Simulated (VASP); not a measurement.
**MgC2: single point with PBE**

Crystal: MgC2.

```
Mg C
1.0
     3.95078    0.00000    0.00000
     0.00000    3.95078    0.00000
     0.00000    0.00000    4.98709
Mg C
2 4
Direct
  0.50000 0.50000 0.00000
  0.00000 0.00000 0.50000
  0.88765 0.88765 0.00000
  0.61235 0.38766 0.50000
  0.11235 0.11235 0.00000
  0.38766 0.61235 0.50000
```

```json
{
  "Program": "VASP 6.6.1",
  "Task": "single point",
  "Functional": "PBE",
  "Potentials or basis": "VASP PAW PBE potentials, release 64 (Mg_sv, C)",
  "Cutoff": "750 eV",
  "k mesh": "4 × 4 × 4",
  "Occupations": "gaussian, width 0.01 eV",
  "Spin": "no spin polarisation"
}
```

| Quantity | Value |
| --- | --- |
| Pressure | -0.6 GPa |
| Largest force | 0.024 eV/Å |
| Band gap on the k mesh | 2.58 eV (least direct gap 2.96 eV) |

Forces in eV/Å, atoms in the order of the input:
```
Mg   0.000  0.000  0.000
Mg   0.000  0.000  0.000
C    0.017  0.017  0.000
C   -0.017  0.017  0.000
C   -0.017 -0.017  0.000
C    0.017 -0.017  0.000
```

Stress tensor (GPa, compression positive):
```
-0.65  0.00  0.00
 0.00 -0.65  0.00
 0.00  0.00 -0.43
```

Levels at points of the mesh, in eV from the valence-band top:
| k point | band 16 | band 17 | band 18 | band 19 | band 20 | band 21 |
| --- | --- | --- | --- | --- | --- | --- |
| (0.00, 0.00, 0.00) | -0.44 | -0.38 | -0.38 | 2.58 | 5.23 | 5.58 |
| (0.50, 0.00, 0.00) | -1.67 | -0.31 | -0.31 | 5.35 | 5.35 | 5.46 |
| (0.50, 0.50, 0.00) | -1.67 | -0.98 | -0.98 | 3.92 | 3.92 | 6.59 |
| (0.00, 0.00, 0.50) | -0.73 | -0.33 | -0.33 | 3.64 | 3.64 | 5.73 |
| (0.50, 0.00, 0.50) | -1.29 | -0.69 | -0.69 | 4.04 | 4.04 | 6.44 |
| (0.50, 0.50, 0.50) | -2.60 | 0.00 | 0.00 | 5.21 | 5.21 | 7.71 |

Run time: 55 s on 1 thread of Intel(R) Xeon(R) Platinum 8488C (Sapphire Rapids), with other jobs on the host, peak memory 0.25 GiB.

A k mesh can miss the band edges.
